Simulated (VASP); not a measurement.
# KMgF3 (Pm-3m) in VASP: relaxation of cell and atoms with LDA

Aim: the relaxation of cell and atoms of KMgF3 with LDA.

All numbers are computed with VASP 6.6.1; they aren't measurements. Logs are shortened: lines on timing, memory, paths and dates and some standing lists are left out, and cuts for length are marked.

**1. The cell of the first run**

The structure is cubic, space group Pm-3m (No. 221). The conventional cell has a = 4.054 Å, b = 4.054 Å, c = 4.054 Å, α = 90.00°, β = 90.00°, γ = 90.00°. Within 3.8 Å of K (site symmetry m-3m) lie 12 F at 2.87 Å and 8 Mg at 3.51 Å. Within 2.7 Å of Mg (site symmetry m-3m) lie 6 F at 2.03 Å. Within 2.7 Å of F (site symmetry 4/mmm) lie 2 Mg at 2.03 Å.

**2. Relaxation of cell and atoms, LDA**

INCAR reads:

```
ALGO     = Normal         # electronic algorithm
EDIFF    = 1E-7           # SCF threshold, eV
EDIFFG   = -0.005         # ionic threshold
ENCUT    = 840            # plane-wave cutoff, eV
GGA      = CA             # functional
GGA_COMPAT= False        
IBRION   = 2              # ionic algorithm
ISIF     = 3              # what is computed and relaxed
ISMEAR   = -1             # smearing method
LASPH    = True           # aspherical terms in the spheres
LCHARG   = False          # write CHGCAR
LREAL    = False          # projectors in reciprocal space
LWAVE    = False          # write WAVECAR
NELM     = 120            # most SCF steps
NELMIN   = 4            
NSW      = 80             # ionic steps
PREC     = Accurate       # precision mode
SIGMA    = 0.02           # smearing width, eV
```

KPOINTS reads:

```
k-points
0
Gamma
  6 6 6
```

POSCAR reads:

```
KMgF3
1.0
    4.0541864023      0.0000000000      0.0000000000
    0.0000000000      4.0541864023      0.0000000000
    0.0000000000      0.0000000000      4.0541864023
K Mg F
1 1 3
Direct
    0.5000000000      0.5000000000      0.5000000000
    0.0000000000      0.0000000000      0.0000000000
    0.5000000000      0.0000000000      0.0000000000
    0.0000000000      0.5000000000      0.0000000000
    0.0000000000      0.0000000000      0.5000000000
```

Potentials or basis: VASP PAW LDA potentials, release 64 (K_sv, Mg_sv, F).

Started as:

```sh
cat potpaw_LDA.64/K_sv/POTCAR potpaw_LDA.64/Mg_sv/POTCAR potpaw_LDA.64/F/POTCAR > POTCAR
mpirun -np 1 vasp_std > vasp.out
```

OUTCAR:

```text
EDIFF = 1E-7
   EDIFFG = -0.005
   ENCUT = 840
   GGA = CA
   IBRION = 2
   ISIF = 3
   ISMEAR = -1
   LASPH = True
   LREAL = False
   NELM = 120
   NELMIN = 4
   NSW = 80
   PREC = Accurate

 ion  position               nearest neighbor table
   1  0.500  0.500  0.500-
   2  0.000  0.000  0.000-   3 2.03   4 2.03   5 2.03   5 2.03   4 2.03   3 2.03
   3  0.500  0.000  0.000-   2 2.03   2 2.03
   4  0.000  0.500  0.000-   2 2.03   2 2.03
   5  0.000  0.000  0.500-   2 2.03   2 2.03

  LATTYP: Found a simple cubic cell.
 ALAT       =     4.0541864023

  Lattice vectors:

 A1 = (   4.0541864023,   0.0000000000,   0.0000000000)
 A2 = (   0.0000000000,   4.0541864023,   0.0000000000)
 A3 = (   0.0000000000,   0.0000000000,   4.0541864023)

Analysis of symmetry for initial positions (statically):
=====================================================================
 Subroutine PRICEL returns:
 Original cell was already a primitive cell.

 Routine SETGRP: Setting up the symmetry group for a
 simple cubic supercell.

 Subroutine GETGRP returns: Found 48 space group operations
 (whereof 48 operations were pure point group operations)
 out of a pool of 48 trial point group operations.

The static configuration has the point symmetry O_h .

Analysis of symmetry for dynamics (positions and initial velocities):
=====================================================================
 Subroutine PRICEL returns:
 Original cell was already a primitive cell.

 Routine SETGRP: Setting up the symmetry group for a
 simple cubic supercell.

 Subroutine GETGRP returns: Found 48 space group operations
 (whereof 48 operations were pure point group operations)
 out of a pool of 48 trial point group operations.

The dynamic configuration has the point symmetry O_h .

 Subroutine INISYM returns: Found 48 space group operations
 (whereof 48 operations are pure point group operations),
 and found     1 'primitive' translations

----------------------------------------------------------------------------------------

                                     Primitive cell

  volume of cell :      66.6363

  direct lattice vectors                    reciprocal lattice vectors
     4.054186402  0.000000000  0.000000000     0.246658614  0.000000000  0.000000000
     0.000000000  4.054186402  0.000000000     0.000000000  0.246658614  0.000000000
     0.000000000  0.000000000  4.054186402     0.000000000  0.000000000  0.246658614

  length of vectors
     4.054186402  4.054186402  4.054186402     0.246658614  0.246658614  0.246658614

  position of ions in fractional coordinates (direct lattice)
     0.500000000  0.500000000  0.500000000
     0.000000000  0.000000000  0.000000000
     0.500000000  0.000000000  0.000000000
     0.000000000  0.500000000  0.000000000
     0.000000000  0.000000000  0.500000000

  ion indices of the primitive-cell ions
   primitive index   ion index
                 1           1
                 2           2
                 3           3
                 4           4
                 5           5

----------------------------------------------------------------------------------------

 KPOINTS: k-points

Automatic generation of k-mesh.
 Grid dimensions read from file:
 generate k-points for:    6    6    6

 Generating k-lattice:

  Cartesian coordinates                     Fractional coordinates (reciprocal lattice)
     0.041109769  0.000000000  0.000000000     0.166666667  0.000000000  0.000000000
     0.000000000  0.041109769  0.000000000     0.000000000  0.166666667  0.000000000
     0.000000000  0.000000000  0.041109769     0.000000000  0.000000000  0.166666667

  Length of vectors
     0.041109769  0.041109769  0.041109769

  Shift w.r.t. Gamma in fractional coordinates (k-lattice)
     0.000000000  0.000000000  0.000000000

 Subroutine IBZKPT returns following result:
 ===========================================

 Found     20 irreducible k-points:

 Following reciprocal coordinates:
            Coordinates               Weight
  0.000000  0.000000  0.000000      1.000000
  0.166667  0.000000  0.000000      6.000000
  0.333333  0.000000  0.000000      6.000000
  0.500000  0.000000  0.000000      3.000000
  0.166667  0.166667  0.000000     12.000000
  0.333333  0.166667  0.000000     24.000000
[... 12 lines left out ...]
  0.500000  0.500000  0.333333      6.000000
  0.500000  0.500000  0.500000      1.000000
   k-points           NKPTS =     20   k-points in BZ     NKDIM =     20   number of bands    NBANDS=     24
   number of dos      NEDOS =    301   number of ions     NIONS =      5
   total plane-waves  NPLWV =  64000
   dimension x,y,z NGX =    40 NGY =   40 NGZ =   40
   dimension x,y,z NGXF=    80 NGYF=   80 NGZF=   80
   ions per type =               1   1   3
   NGX,Y,Z   is equivalent  to a cutoff of  16.40, 16.40, 16.40 a.u.
   NGXF,Y,Z  is equivalent  to a cutoff of  32.80, 32.80, 32.80 a.u.
 SYSTEM =  unknown system
   PREC   = accura    normal or accurate (medium, high low for compatibility)
   ISTART =      0    job   : 0-new  1-cont  2-samecut
   ICHARG =      2    charge: 1-file 2-atom 10-const
   ISPIN  =      1    spin polarized calculation?
   LNONCOLLINEAR =      F non collinear calculations
   LSORBIT =      F    spin-orbit coupling
   LASPH  =      T    aspherical Exc in radial PAW
   ENCUT  =  840.0 eV  61.74 Ry    7.86 a.u.   9.58  9.58  9.58*2*pi/ulx,y,z
   NELM   =    120;   NELMIN=  4; NELMDL= -5     # of ELM steps
   EDIFF  = 0.1E-06   stopping-criterion for ELM
   LREAL  =      F    real-space projection
   EDIFFG = -.5E-02   stopping-criterion for IOM
   NSW    =     80    number of steps for IOM
   IBRION =      2    ionic relax: 0-MD 1-quasi-New 2-CG
   NFREE  =      1    steps in history (QN), initial steepest desc. (CG)
   ISIF   =      3    stress and relaxation
   ISYM   =      2    0-nonsym 1-usesym 2-fastsym
   POTIM  = 0.5000    time-step for ionic-motion
   TEBEG  =    0.0;   TEEND  =   0.0 temperature during run
   PSTRESS=    0.0 pullay stress
   NELECT =      40.0000    total number of electrons
   NUPDOWN=      -1.0000    fix difference up-down
   EMIN   =  10.00;   EMAX   =-10.00  energy-range for DOS
   EFERMI =   0.00;   METHOD = LEGACY
   ISMEAR =    -1;   SIGMA  =   0.02  broadening in eV -4-tet -1-fermi 0-gaus
   EFERMI_NEDOS =   21; number of points for ismear=-14 and -15
   IALGO  =     38    algorithm
   IMIX   =      4    mixing-type and parameters
     AMIX     =   0.40;   BMIX     =  1.00
     AMIX_MAG =   1.60;   BMIX_MAG =  1.00
  volume/ion in A,a.u.               =      13.33        89.94
  Fermi-wavevector in a.u.,A,eV,Ry     =   1.380992  2.609696 25.948194  1.907138
  Thomas-Fermi vector in A             =   2.505818
   LORBIT       =      0    0 simple, 1 ext, 2 COOP (PROOUT), +10 PAW based schemes
   GGA     = CA    functional components
   LHFCALC =     F    Hartree Fock is set to
   AEXX    =    0.0000 exact exchange contribution
   IVDW    =     0    specifies the selected vdW correction
   LEPSILON=     F    determine dielectric tensor
   LRPA    =     F    only Hartree local field effects (RPA)
 conjugate gradient relaxation of ions
 non-spin polarized calculation
  energy-cutoff  :      840.00
  volume of cell :       66.64
 maximum number of plane-waves:      3743
 NGX is ok and might be reduce to    40
   NGX = 19   NGY = 19   NGZ = 19

--------------------------------------- Ionic step        1  -------------------------------------------

 number of electron      40.0000024 magnetization

 Free energy of the ion-electron system (eV)
  ---------------------------------------------------
  ext. energy  EPLUGINS =         0.00000000
  ---------------------------------------------------
  free energy    TOTEN  =       -26.72756479 eV

  energy without entropy =      -26.72756479  energy(sigma->0) =      -26.72756479

------------------------ aborting loop because EDIFF is reached ----------------------------------------

  FORCE on cell =-STRESS in cart. coord.  units (eV):
  Direction    XX          YY          ZZ          XY          YZ          ZX
  --------------------------------------------------------------------------------------
  -------------------------------------------------------------------------------------
  Total       -2.9936514     -2.9936514     -2.9936514     -0.0000000      0.0000000     -0.0000000
  in kB      -71.9781479    -71.9781479    -71.9781479     -0.0000000      0.0000000     -0.0000000
  external PRESSURE =     -71.9781479 kB  Pullay stress =       0.0000000 kB

 VOLUME and BASIS-vectors are now :
 -----------------------------------------------------------------------------
  energy-cutoff  :      840.00
  volume of cell :       66.64
      direct lattice vectors                 reciprocal lattice vectors
     4.054186402  0.000000000  0.000000000     0.246658614  0.000000000  0.000000000
     0.000000000  4.054186402  0.000000000     0.000000000  0.246658614  0.000000000
     0.000000000  0.000000000  4.054186402     0.000000000  0.000000000  0.246658614
[... 40 lines left out ...]
 POSITION                                       TOTAL-FORCE (eV/Angst)
 -----------------------------------------------------------------------------------
      1.96854      1.96854      1.96854        -0.000000      0.000000      0.000000
      0.00000      0.00000      0.00000         0.000000     -0.000000      0.000000
      1.96854     -0.00000     -0.00000         0.000000     -0.000000      0.000000
     -0.00000      1.96854     -0.00000         0.000000     -0.000000      0.000000
      0.00000      0.00000      1.96854         0.000000      0.000000      0.000000
 -----------------------------------------------------------------------------------
    total drift:                               -0.000000      0.000000     -0.000000

  FREE ENERGIE OF THE ION-ELECTRON SYSTEM (eV)
  ---------------------------------------------------
  free  energy   TOTEN  =       -26.8852642780 eV

  energy  without entropy=      -26.8852642780  energy(sigma->0) =      -26.88526428

--------------------------------------- Ionic step        3  -------------------------------------------

 number of electron      39.9999979 magnetization

 Free energy of the ion-electron system (eV)
  ---------------------------------------------------
  ext. energy  EPLUGINS =         0.00000000
  ---------------------------------------------------
  free energy    TOTEN  =       -26.88932446 eV

  energy without entropy =      -26.88932446  energy(sigma->0) =      -26.88932446

 E-fermi :  -1.3405     XC(G=0): -10.7794

 val. band max:       -1.8180511970   @ k =   0.5000   0.5000   0.5000
 cond. band min:       5.5578839345   @ k =   0.0000   0.0000   0.0000
 fundamental gap:      7.3759351315
 Fermi energy:        -1.3404537759

 k-point     1 :       0.0000    0.0000    0.0000
  band No.  band energies     occupation
      1     -71.3345      2.00000
      2     -38.8441      2.00000
      3     -38.8441      2.00000
      4     -38.8441      2.00000
      5     -26.8903      2.00000
      6     -21.6777      2.00000
[... 16 lines left out ...]
     23       8.0293      0.00000
     24      10.3370      0.00000
[... 533 lines left out ...]
 POSITION                                       TOTAL-FORCE (eV/Angst)
 -----------------------------------------------------------------------------------
      1.95842      1.95842      1.95842        -0.000000      0.000000      0.000000
      0.00000      0.00000      0.00000         0.000000     -0.000000      0.000000
      1.95842     -0.00000     -0.00000         0.000000     -0.000000      0.000000
     -0.00000      1.95842     -0.00000         0.000000     -0.000000      0.000000
      0.00000      0.00000      1.95842         0.000000      0.000000      0.000000
 -----------------------------------------------------------------------------------
    total drift:                               -0.000000      0.000000     -0.000000

  FREE ENERGIE OF THE ION-ELECTRON SYSTEM (eV)
  ---------------------------------------------------
  free  energy   TOTEN  =       -26.8893244571 eV

  energy  without entropy=      -26.8893244571  energy(sigma->0) =      -26.88932446

 reached required accuracy - stopping structural energy minimisation
```

Run time: 2.4 min. Hardware: 1 thread of AMD EPYC 7R13 (Zen 3), shared host; peak memory 0.21 GiB.

Results:

| Quantity | Value |
| --- | --- |
| Free energy | -26.8893 eV |
| Relaxed volume | 12.02 Å³/atom |
| Relaxed cell | a = 3.917 Å, b = 3.917 Å, c = 3.917 Å, α = 90.00°, β = 90.00°, γ = 90.00° |
| Space group after relaxing (to 0.1 Å) | Pm-3m (No. 221) |
| Energy gained by relaxing | 32.4 meV/atom |
| Ionic steps | 3 |
| Pressure after relaxing | 0.0 GPa |
| Band gap on the k mesh | 7.38 eV (least direct gap 7.70 eV) |

The path:
```tsv
step	energy change (eV)	largest force (eV/Å)	pressure (GPa)	volume (Å³)
1	0.0000	0.0000	-7.20	66.64
2	-0.1577	0.0000	-1.34	61.03
3	-0.1618	0.0000	-0.04	60.09
```

Final structure:
```xyz
5
Lattice="3.9168 0.0000 0.0000 0.0000 3.9168 0.0000 0.0000 0.0000 3.9168" Properties=species:S:1:pos:R:3 pbc="T T T"
K     1.9584    1.9584    1.9584
Mg    0.0000    0.0000    0.0000
F     1.9584    0.0000    0.0000
F     0.0000    1.9584    0.0000
F     0.0000    0.0000    1.9584
```

A k mesh can miss the band edges. Zero-point motion and thermal expansion aren't in these numbers.
